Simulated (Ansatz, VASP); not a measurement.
## One calculation of HRh2, two programs

```
H Rh
1.0
     0.00000    2.57445    2.57445
     2.57445    0.00000    2.57445
     2.57445    2.57445    0.00000
H Rh
1 2
Direct
  0.00000 0.00000 0.00000
  0.25000 0.25000 0.25000
  0.75000 0.75000 0.75000
```

Alike in both runs: functional PBE; k mesh 6 × 6 × 6; occupations gaussian, width 0.1 eV; no spin polarisation.

Ansatz relaxed the structure, and its values are those at the end. VASP's run is a single point on that final structure, the one shown.

|  | VASP | Ansatz |
| --- | --- | --- |
| version | VASP 6.6.1 | Ansatz 0.2.0 |
| potentials or method | VASP PAW PBE potentials, release 64 (H, Rh_pv), cutoff 520 eV | scalar-relativistic, plane waves, PAW |
| valence electrons in the cell | 31 | 35 |

|  | VASP | Ansatz | Ansatz less VASP |
| --- | --- | --- | --- |
| gap on the k mesh at the Fermi level (eV) | none | none | - |
| pressure (GPa) | -0.1 | -0.1 | 0.00 |

A gap of «none» marks a metal or a gap that the smearing closes. VASP's potentials hold 31 valence electrons a cell and Ansatz's 35, so a difference there can come from the potentials and not from the codes.
